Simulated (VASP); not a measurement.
Runs of VASP 6.6.1 on BiTe. The structure is that of space group F-43m (No. 216), or close to it. The cells are those of the table. 

```tsv
task	cell	gap on the mesh (eV)	pressure (GPa)
relaxation of cell and atoms	relaxed to 5 GPa from a = 4.886 Å, angles 60.0°, 2 atoms	none	5.0
relaxation of cell and atoms	relaxed from a = 4.886 Å, angles 60.0°, 2 atoms	none	0.0
single point	a = 4.985 Å, angles 60.0°, 2 atoms	none	0.1
single point	a = 4.684 Å, angles 60.0°, 2 atoms	none	(a)
single point	a = 4.805 Å, angles 60.0°, 2 atoms	none	5.1
relaxation of cell and atoms	relaxed to 10 GPa from a = 4.886 Å, angles 60.0°, 2 atoms	none	10.0
relaxation of cell and atoms	relaxed to 20 GPa from a = 4.886 Å, angles 60.0°, 2 atoms	none	20.0
single point	a = 4.518 Å, angles 60.0°, 2 atoms	none	20.2
```

Alike in all rows: level LDA; potentials or basis VASP PAW LDA potentials, release 64 (Bi_d, Te); no spin polarisation; k mesh 6 × 6 × 6; cutoff (eV) 500; smearing fermi-dirac 0.05 eV.

**Question.** Fill in the values left out.

**Answer.** (a) 10.1.

Caveats: spin-orbit coupling is left out, which moves the levels of the heavy elements; the cell is relaxed towards a set pressure, so the run minimises the enthalpy, not the energy (at least some runs); the cell stands under pressure (at least some runs).

A k mesh can miss the band edges, and the runs leave out spin-orbit coupling on Bi, Te.

A gap of «none» marks levels without a gap at the run's occupations.
